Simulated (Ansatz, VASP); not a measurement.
**One calculation of SrO, two programs**

The input INCAR:

```
ALGO = Normal ; EDIFF = 1E-6
ENCUT = 600 ; GGA = RE
GGA_COMPAT = F ; ISIF = 2
ISMEAR = -5 ; IVDW = 12
LASPH = T ; LCHARG = F
LNONCOLLINEAR = T ; LORBIT = 11
LORBMOM = T ; LREAL = F
LSORBIT = T ; LWAVE = F
MAGMOM = 0 0 0 0 0 0 ; NBANDS = 28
NELM = 200 ; PREC = Accurate
SIGMA = 0.1
```

Contents of KPOINTS:

```
k-points
0
Gamma
  9 9 9
```

The input POSCAR:

```
SrO
1.0
    0.0000000000      2.5663000000      2.5663000000
    2.5663000000      0.0000000000      2.5663000000
    2.5663000000      2.5663000000      0.0000000000
Sr O
1 1
Direct
    0.5000000000      0.5000000000      0.5000000000
    0.0000000000      0.0000000000      0.0000000000
```

input.yaml

```yaml
crystal:
  lattice: { a: 5.1326, b: 5.1326, c: 5.1326, alpha: 90.0, beta: 90.0, gamma: 90.0 }
  space_group: 225
  reduce_to_primitive: true
  atoms:
    - { symbol: Sr, wyckoff: "4b", position: [0.5, 0.0, 0.0] }
    - { symbol: O, wyckoff: "4a", position: [0.0, 0.0, 0.0] }
hamiltonian:
  xc: revpbe
  pseudopotentials: { kind: nc_fr }
  dispersion: d3bj
magnetization:
  noncollinear: true
  spin_orbit: true
kpoints:
  mp_grid: { grid: [9, 9, 9] }
scf:
  occupations: { method: tetrahedron }
output:
  forces: true
  stress: true
```

Alike in both runs: task single point; functional revPBE; dispersion D3(BJ); k mesh 9 × 9 × 9; occupations tetrahedron; non-collinear spin, spin-orbit coupling.

|  | VASP | Ansatz |
| --- | --- | --- |
| version | VASP 6.6.1 | Ansatz 0.2.0 |
| potentials or method | VASP PAW PBE potentials, release 64 (Sr_sv, O) | PseudoDojo standard (PBE files) |
| plane-wave cutoff (eV) | 600 | 1143 |
| valence electrons in the cell | 16 | 16 |

VASP gave:

- pressure (GPa): 1.7
- net moment per atom (μB): 0.00

Task: What did Ansatz give for the same quantities?

Result: Pressure (GPa): 0.9; net moment per atom (μB): 0.00.

VASP's potentials were made for PBE, not for revPBE.

Noted on Ansatz's run: the potentials were made for another functional, which shifts forces and pressure; odd divisions of the mesh miss points on the zone boundary, where band edges often lie, so the gap on the mesh can be too wide.
